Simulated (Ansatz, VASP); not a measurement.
# Two plane-wave programs on Te

INCAR

```
PREC = Accurate
ENCUT = 600
EDIFF = 1E-6
ISMEAR = 0
SIGMA = 0.1
LREAL = False
LASPH = True
NELM = 100
ALGO = Normal
ISIF = 3
LWAVE = False
LCHARG = False
GGA = PE
IBRION = 2
NSW = 100
EDIFFG = -0.05
```

Contents of KPOINTS:

```
regular mesh
0
Gamma
  6 6 4
```

Contents of POSCAR:

```
Te
1.0
    4.4579994587      0.0000000000      0.0000000000
   -2.2289997294      3.8607407813      0.0000000000
    0.0000000000      0.0000000000      5.9250000000
Te
3
Direct
    0.7450000000      0.0000000000      0.3333333333
    0.0000000000      0.7450000000      0.6666666667
    0.2550000000      0.2550000000      0.0000000000
```

Input for Ansatz:

```yaml
crystal:
  lattice:
    - [4.4579994587, 0.0, 0.0]
    - [-2.2289997294, 3.8607407813, 0.0]
    - [0.0, 0.0, 5.925]
  atoms:
    - { symbol: Te, position: [0.745, 0.0, 0.3333333333] }
    - { symbol: Te, position: [0.0, 0.745, 0.6666666667] }
    - { symbol: Te, position: [0.255, 0.255, 0.0] }
basis:
  ecutwfc: 420
kpoints:
  mp_grid: { grid: [6, 6, 4] }
hamiltonian:
  xc: pbe
scf:
  occupations: { method: gaussian, width: 0.1 }
output:
  forces: true
  stress: true
  eigenvalues: true
relax:
  adjacent_minimum: "off"
  f_tol: 0.05
  max_steps: 80
  cell: { stress_tol: 0.5 }
```

Alike in both runs: task relaxation of cell and atoms; functional PBE; k mesh 6 × 6 × 4; occupations gaussian, width 0.1 eV; no spin polarisation.

|  | VASP | Ansatz |
| --- | --- | --- |
| version | VASP 6.6.1 | Ansatz 0.2.0 |
| potentials or method | VASP PAW PBE potentials, release 64 (Te), cutoff 600 eV | scalar-relativistic, plane waves, PAW |
| valence electrons in the cell | 18 | 48 |

Ansatz gave:

* gap on the k mesh at the Fermi level, each at its own relaxed structure (eV): 0.29
* relaxed volume (Å³/atom): 35.47
* relaxed cell length with the largest relative difference (Å): 5.932

Task: Which values does VASP return?

Result: gap on the k mesh at the Fermi level, each at its own relaxed structure (eV): 0.26; relaxed volume (Å³/atom): 35.58; relaxed cell length with the largest relative difference (Å): 5.943.

VASP's potentials hold 18 valence electrons a cell and Ansatz's 48, so a difference there can come from the potentials and not from the codes.

Spin-orbit coupling is off throughout.
